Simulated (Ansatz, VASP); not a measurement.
# ZnS in VASP and in Ansatz

```
Zn S
1.0
    -3.84549    0.00000    0.00000
     0.00000    0.00000   -6.30533
     0.00000   -6.66059    0.00000
Zn S
4 4
Direct
  0.50000 0.99667 0.16667
  0.00000 0.99667 0.66667
  0.00000 0.49289 0.33333
  0.50000 0.49289 0.83333
  0.50000 0.60357 0.16667
  0.00000 0.60357 0.66667
  0.00000 0.13687 0.33334
  0.50000 0.13687 0.83334
```

Change from the starting cell: mode 23 (321.1 1/cm) frozen in, largest displacement +0.105 Å.

Alike in both runs: task single point; functional PBE; k mesh 8 × 4 × 4; occupations gaussian, width 0.05 eV; no spin polarisation.

```csv
,VASP,Ansatz
version,VASP 6.6.1,Ansatz 0.2.0
potentials or method,"VASP PAW PBE potentials, release 64 (Zn, S), cutoff 520 eV","scalar-relativistic, plane waves, PAW"
valence electrons in the cell,72,72
```

|  | VASP | Ansatz | Ansatz less VASP |
| --- | --- | --- | --- |
| gap on the k mesh at the Fermi level (eV) | 2.02 | 2.02 | -0.003 |
| least direct gap on the mesh (eV) | 2.02 | 2.02 | -0.003 |
| pressure (GPa) | 0.8 | 0.6 | -0.19 |
| traceless stress, the component that is largest in VASP (GPa) | 0.75 | 0.75 | -0.001 |
| rms of the force components (eV/Å) | 0.559 | 0.556 | -0.0031 |

Atom by atom the forces differ by 0.004 eV/Å (rms over components).
